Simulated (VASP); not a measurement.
# InP (Fm-3m) in VASP: a series of runs, part 2 of 2

VASP 6.6.1. Earlier steps stand in the parts before.

## Step 4: Single point, PBEsol

This run uses another cell than the first one, of 21.19 Å³/atom.

Contents of INCAR:

```
SYSTEM = InP
PREC = Accurate ; ENCUT = 520
EDIFF = 1E-6 ; ISMEAR = -1
SIGMA = 0.15 ; LREAL = .False.
LASPH = .True. ; NELM = 60
ALGO = Normal ; ISIF = 2
LWAVE = .False. ; LCHARG = .True.
GGA = PS ; LELF = .True.
LVHAR = .True. ; NBANDS = 16
```

Contents of KPOINTS:

```
regular mesh
0
Gamma
  14 14 14
  0 0 0
```

Contents of POSCAR:

```
InP
1.0
    0.0000000000      2.7670908579      2.7670908579
    2.7670908579      0.0000000000      2.7670908579
    2.7670908579      2.7670908579      0.0000000000
In P
1 1
Direct
    0.0000000000      0.0000000000      0.0000000000
    0.5000000000      0.5000000000      0.5000000000
```

Potentials or basis: VASP PAW PBE potentials, release 64 (In_d, P).

Run with:

```bash
> cat potpaw_PBE.64/In_d/POTCAR potpaw_PBE.64/P/POTCAR > POTCAR
> mpirun -np 1 vasp_std > vasp.out
```

OUTCAR:

```text
SYSTEM = InP
   PREC = Accurate
   ENCUT = 520
   EDIFF = 1E-6
   ISMEAR = -1
   LREAL = .False.
   LASPH = .True.
   NELM = 60
   ISIF = 2
   GGA = PS

 ion  position               nearest neighbor table
   1  0.000  0.000  0.000-   2 2.77   2 2.77   2 2.77   2 2.77   2 2.77   2 2.77
   2  0.500  0.500  0.500-   1 2.77   1 2.77   1 2.77   1 2.77   1 2.77   1 2.77

  LATTYP: Found a face centered cubic cell.
 ALAT       =     5.5341817158

  Lattice vectors:

 A1 = (   0.0000000000,   2.7670908579,   2.7670908579)
 A2 = (   2.7670908579,   0.0000000000,   2.7670908579)
 A3 = (   2.7670908579,   2.7670908579,   0.0000000000)

Analysis of symmetry for initial positions (statically):
=====================================================================
 Subroutine PRICEL returns:
 Original cell was already a primitive cell.

 Routine SETGRP: Setting up the symmetry group for a
 face centered cubic supercell.

 Subroutine GETGRP returns: Found 48 space group operations
 (whereof 48 operations were pure point group operations)
[... 157 lines left out ...]
  ---------------------------------------------------
  ext. energy  EPLUGINS =         0.00000000
  ---------------------------------------------------
  free energy    TOTEN  =        -8.81582585 eV

  energy without entropy =       -8.74508902  energy(sigma->0) =       -8.78045744

 E-fermi :   6.9796     XC(G=0): -10.5608

 val. band max:        6.9765097581   @ k =   0.3571   0.0000   0.0000
 cond. band min:       6.9887870823   @ k =  -0.1429   0.0714   0.0000
 fundamental gap:      0.0122773241
 Fermi energy:         6.9795820927

 k-point     1 :       0.0000    0.0000    0.0000
  band No.  band energies     occupation
      1      -7.1822      2.00000
      2      -7.1822      2.00000
      3      -7.1604      2.00000
      4      -7.1604      2.00000
      5      -7.1604      2.00000
      6      -5.0931      2.00000
[... 433 lines left out ...]
      3      -7.1738      2.00000
      4      -7.1201      2.00000
      5      -7.1061      2.00000
      6      -4.1439      2.00000
[... 8 lines left out ...]
     15      17.0509      0.00000
     16      17.1570      0.00000

 [... further k-points ...]
[... 5 lines left out ...]
  --------------------------------------------------------------------------------------
  -------------------------------------------------------------------------------------
  Total       -0.7857903     -0.7857903     -0.7857903      0.0000000      0.0000000     -0.0000000
  in kB      -29.7109815    -29.7109815    -29.7109815      0.0000000      0.0000000     -0.0000000
  external PRESSURE =     -29.7109815 kB  Pullay stress =       0.0000000 kB

 VOLUME and BASIS-vectors are now :
 -----------------------------------------------------------------------------
  energy-cutoff  :      520.00
  volume of cell :       42.37
      direct lattice vectors                 reciprocal lattice vectors
     0.000000000  2.767090858  2.767090858    -0.180695187  0.180695187  0.180695187
     2.767090858  0.000000000  2.767090858     0.180695187 -0.180695187  0.180695187
     2.767090858  2.767090858  0.000000000     0.180695187  0.180695187 -0.180695187

 POSITION                                       TOTAL-FORCE (eV/Angst)
 -----------------------------------------------------------------------------------
      0.00000      0.00000      0.00000        -0.000000      0.000000      0.000000
      2.76709      2.76709      2.76709         0.000000     -0.000000     -0.000000
 -----------------------------------------------------------------------------------
    total drift:                               -0.000000      0.000000      0.000000

  FREE ENERGIE OF THE ION-ELECTRON SYSTEM (eV)
  ---------------------------------------------------
  free  energy   TOTEN  =        -8.8158258457 eV

  energy  without entropy=       -8.7450890245  energy(sigma->0) =       -8.78045744
```

OSZICAR:

```text
N       E                     dE             d eps       ncg     rms          rms(c)
DAV:   1     0.107414067915E+03    0.10741E+03   -0.85291E+03  3368   0.133E+03
DAV:   2    -0.245572687571E+01   -0.10987E+03   -0.10499E+03  3688   0.308E+02
DAV:   3    -0.893596965385E+01   -0.64802E+01   -0.64010E+01  4384   0.705E+01
DAV:   4    -0.909005367360E+01   -0.15408E+00   -0.15402E+00  4112   0.111E+01
DAV:   5    -0.909703122447E+01   -0.69776E-02   -0.69774E-02  4976   0.214E+00    0.456E+00
DAV:   6    -0.883089543206E+01    0.26614E+00   -0.47290E-01  5000   0.124E+01    0.257E+00
DAV:   7    -0.881811893660E+01    0.12776E-01   -0.65555E-02  4912   0.250E+00    0.104E+00
DAV:   8    -0.881587604645E+01    0.22429E-02   -0.51473E-03  4312   0.878E-01    0.132E-01
DAV:   9    -0.881581847664E+01    0.57570E-04   -0.34091E-04  5280   0.290E-01    0.734E-02
DAV:  10    -0.881582345594E+01   -0.49793E-05   -0.26677E-05  3936   0.425E-02    0.370E-02
DAV:  11    -0.881582563209E+01   -0.21762E-05   -0.47478E-06  4544   0.180E-02    0.482E-03
DAV:  12    -0.881582584568E+01   -0.21359E-06   -0.73264E-07  2312   0.142E-02
   1 F= -.88158258E+01 E0= -.87804574E+01  d E =-.707368E-01
```

stdout:

```text
POSCAR found type information on POSCAR InP
 POSCAR found :  2 types and       2 ions
 scaLAPACK will be used
 -----------------------------------------------------------------------------
|                                                                             |
|                                                                             |
|     You enforced a specific xc type in the INCAR file but a different       |
|     I HOPE YOU KNOW WHAT YOU ARE DOING!                                     |
|                                                                             |
 -----------------------------------------------------------------------------

 LDA part: xc-table for (Slater+PW92), standard interpolation
 POSCAR, INCAR and KPOINTS ok, starting setup
 FFT: planning ... GRIDC
 FFT: planning ... GRID_SOFT
 FFT: planning ... GRID
 WAVECAR not read
 entering main loop
```

Run time: 70 s. Hardware: 1 thread of Intel Xeon 8259CL, shared host; peak memory 0.22 GiB.

What came out:

* Free energy: -8.8158 eV
* Pressure: -3.0 GPa
* Band gap on the k mesh: zero (bands 9 and 10 overlap by 2.68 eV)

Levels at points of the mesh, in eV from the Fermi level:
| k point | band 5 | band 6 | band 7 | band 8 | band 9 | band 10 | band 11 | band 12 | band 13 | band 14 |
| --- | --- | --- | --- | --- | --- | --- | --- | --- | --- | --- |
| (0.00, 0.00, 0.00) | -14.14 | -12.07 | -0.30 | -0.30 | -0.30 | 0.46 | 7.03 | 7.03 | 7.03 | 8.38 |
| (0.50, 0.00, 0.00) | -14.06 | -9.96 | -6.72 | 0.13 | 0.13 | 2.37 | 3.32 | 3.32 | 5.14 | 10.97 |
| (0.50, 0.50, 0.00) | -14.02 | -8.84 | -5.03 | -2.59 | -2.38 | -2.38 | 3.72 | 9.80 | 9.80 | 10.08 |

Caveat: the PAW data sets were made with another functional, which shifts forces and pressure a little; spin-orbit coupling is left out, which moves the levels of the heavy elements.

## Step 5: Overview

```tsv
task	cell	cutoff (eV)	gap on the mesh (eV)	pressure (GPa)
relaxation of cell and atoms	relaxed from a = 3.860 Å, angles 60.0°, 2 atoms	600	none	0.0
relaxation of cell and atoms	relaxed to 20 GPa from a = 3.862 Å, angles 60.0°, 2 atoms	600	none	20.0
single point	a = 3.913 Å, angles 60.0°, 2 atoms	520	none	-3.0
```

Alike in all rows: level PBEsol; potentials or basis VASP PAW PBE potentials, release 64 (In_d, P); no spin polarisation; k mesh 14 × 14 × 14; smearing fermi-dirac 0.15 eV.

Caveats: the PAW data sets were made with another functional, which shifts forces and pressure a little; spin-orbit coupling is left out, which moves the levels of the heavy elements; the cell is relaxed towards a set pressure, so the run minimises the enthalpy, not the energy (at least some runs).

Absolute energies hang on the potentials; compare differences alone.
